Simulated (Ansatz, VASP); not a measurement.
Two plane-wave programs on Sb

POSCAR

```
Sb
1.0
    3.1224020000      0.0000000000      0.0000000000
    0.0000000000      4.3475180000      0.0000000000
   -0.0389150000      0.0000000000      4.4058520000
Sb
2
Direct
    0.0113890000      0.2500000000      0.2411660000
    0.9886110000      0.7500000000      0.7588340000
```

The input INCAR.step1:

```
SYSTEM = Sb
ALGO = Normal
EDIFF = 1E-5
ENCUT = 520
GGA = PE
GGA_COMPAT = .FALSE.
ISIF = 2
ISMEAR = -1
LASPH = .TRUE.
LORBIT = 11
LORBMOM = .TRUE.
LREAL = .FALSE.
LSORBIT = .TRUE.
LWAVE = .TRUE.
MAGMOM = 0 0 0 0 0 0
NBANDS = 22
NELM = 150
PREC = Accurate
SIGMA = 0.05
```

The input INCAR.step2:

```
SYSTEM = Sb
AEXX = 0.25
ALGO = Normal
EDIFF = 1E-6
ENCUT = 520
GGA = PE
GGA_COMPAT = .FALSE.
ISIF = 2
ISMEAR = -1
ISTART = 1
LASPH = .TRUE.
LCHARG = .TRUE.
LHFCALC = .TRUE.
LORBIT = 11
LORBMOM = .TRUE.
LREAL = .FALSE.
LSORBIT = .TRUE.
LVHAR = .TRUE.
LWAVE = .FALSE.
MAGMOM = 0 0 0 0 0 0
NBANDS = 22
NELM = 150
PREC = Accurate
PRECFOCK = Normal
SIGMA = 0.05
```

KPOINTS

```
k-points
0
G
  4 3 3
  0 0 0
```

File input:

```
crystal:
  lattice:
    - [3.122402, 0.0, 0.0]
    - [0.0, 4.347518, 0.0]
    - [-0.038915, 0.0, 4.405852]
  atoms:
    - { symbol: Sb, position: [0.011389, 0.25, 0.241166] }
    - { symbol: Sb, position: [0.988611, 0.75, 0.758834] }
hamiltonian:
  xc: pbe0
  pseudopotentials: { kind: paw_fr }
magnetization:
  noncollinear: true
  spin_orbit: true
kpoints:
  mp_grid: { grid: [4, 3, 3] }
scf:
  occupations: { method: fermi_dirac, width: 0.05 }
output:
  forces: true
  stress: true
  eigenvalues: true
```

Alike in both runs: task single point; functional PBE0; k mesh 4 × 3 × 3; occupations fermi-dirac, width 0.05 eV; non-collinear spin, spin-orbit coupling.

|  | VASP | Ansatz |
| --- | --- | --- |
| version | VASP 6.6.1 | Ansatz 0.2.0 |
| potentials or method | VASP PAW PBE potentials, release 64 (Sb) | Ansatz PAW |
| plane-wave cutoff (eV) | 520 | 420 |
| valence electrons in the cell | 10 | 30 |

|  | VASP | Ansatz | Ansatz less VASP |
| --- | --- | --- | --- |
| pressure (GPa) | -2.8 | -2.5 | +0.27 |
| traceless stress, the component that is largest in VASP (GPa) | 7.34 | 4.83 | -2.513 |
| rms of the force components (eV/Å) | 0.156 | 0.050 | -0.1054 |

Atom by atom the forces differ by 0.117 eV/Å (rms over components). The functional is the same, so the differences come from potentials, cutoffs and numerics. VASP's potentials hold 10 valence electrons a cell and Ansatz's 30, so a difference there can come from the potentials and not from the codes.

The k mesh is coarse, so the values compare programs but aren't converged.
